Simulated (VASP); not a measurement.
Wanted: the native input for a VASP 6.6.1 run.

```yaml
Task: single point
Functional: PBE
Potentials_or_basis: VASP PAW PBE potentials, release 64 (Na_pv, I)
Cutoff: 520 eV
k_mesh: 4 × 4 × 4
Occupations: gaussian, width 0.01 eV
Spin: no spin polarisation
Dipole_correction: no
Further_INCAR_settings: ALGO = Normal; EDIFF = 1e-06; NBANDS = 14
```

The structure of NaI lies in POSCAR:

```
NaI
1.0
    0.0000000000      3.4056430248      3.4056430248
    3.4056430248      0.0000000000      3.4056430248
    3.4056430248      3.4056430248      0.0000000000
Na I
1 1
Direct
    0.0000000000      0.0000000000      0.0000000000
    0.5000000000      0.5000000000      0.5000000000
```

This cell differs from its parent crystal: strain +5.5%.

These files were run (other wordings do the same):

INCAR

```
ALGO = Normal ; EDIFF = 1E-6
ENCUT = 520 ; GGA = PE
ISIF = 2 ; ISMEAR = 0
LASPH = True ; LCHARG = False
LREAL = False ; LWAVE = False
NBANDS = 14 ; NELM = 100
PREC = Accurate ; SIGMA = 0.01
```

KPOINTS

```
k-points
0
Gamma
  4 4 4
```

Potentials or basis: VASP PAW PBE potentials, release 64 (Na_pv, I).

Command:

```bash
$ cat potpaw_PBE.64/Na_pv/POTCAR potpaw_PBE.64/I/POTCAR > POTCAR
$ mpirun -np 1 vasp_std > vasp.out
```

Results of the run:

| Item | Value |
| --- | --- |
| Pressure | -1.4 GPa |
| Band gap on the k mesh | 3.28 eV |

Caveat: the cell differs from its parent crystal (strain +5.5%); spin-orbit coupling is left out, which moves the levels of the heavy elements.

Run time: 10 s on 1 thread of AMD EPYC 7R13 Processor (Zen 3), with other jobs on the host, peak memory 0.17 GiB.
